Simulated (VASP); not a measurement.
# Si: single point with PBEsol

Si:

```
Si
1.0
    -1.65882    1.65882    1.34623
     1.65882   -1.65882    1.34623
     1.65882    1.65882   -1.34623
Si
1
Direct
  0.00000 0.00000 0.00000
```

```
Program             : VASP 6.6.1
Task                : single point
Functional          : PBEsol
Potentials or basis : VASP PAW PBE potentials, release 64 (Si)
Cutoff              : 520 eV
k mesh              : 14 × 14 × 14
Occupations         : fermi-dirac, width 0.1 eV
Spin                : no spin polarisation
```

```json
{"Pressure": "-4.2 GPa", "Band gap on the k mesh": "zero (band 2 reaches 19.22 eV, above the bottom of band 3 at 6.48 eV)"}
```

Stress tensor (GPa, compression positive):
```
-3.57  0.00  0.00
 0.00 -3.57  0.00
 0.00  0.00 -5.32
```

Levels at points of the mesh, in eV from the Fermi level:
| k point | band 1 | band 2 | band 3 | band 4 | band 5 | band 6 |
| --- | --- | --- | --- | --- | --- | --- |
| (0.00, 0.00, 0.00) | -14.23 | 9.44 | 9.54 | 9.54 | 12.68 | 12.99 |
| (0.50, 0.00, 0.00) | -6.16 | -6.00 | 4.51 | 6.24 | 6.30 | 8.89 |
| (0.50, 0.50, 0.00) | -8.37 | -7.06 | 8.50 | 11.05 | 11.26 | 11.49 |
| (0.50, 0.50, 0.50) | -2.31 | -2.31 | -1.70 | 1.33 | 3.94 | 6.30 |

It took 7.7 s on 1 thread of Intel(R) Xeon(R) 6975P-C (Granite Rapids), on a shared host, peak memory 0.13 GiB.

Caveat: the PAW data sets were made with another functional, which shifts forces and pressure a little.
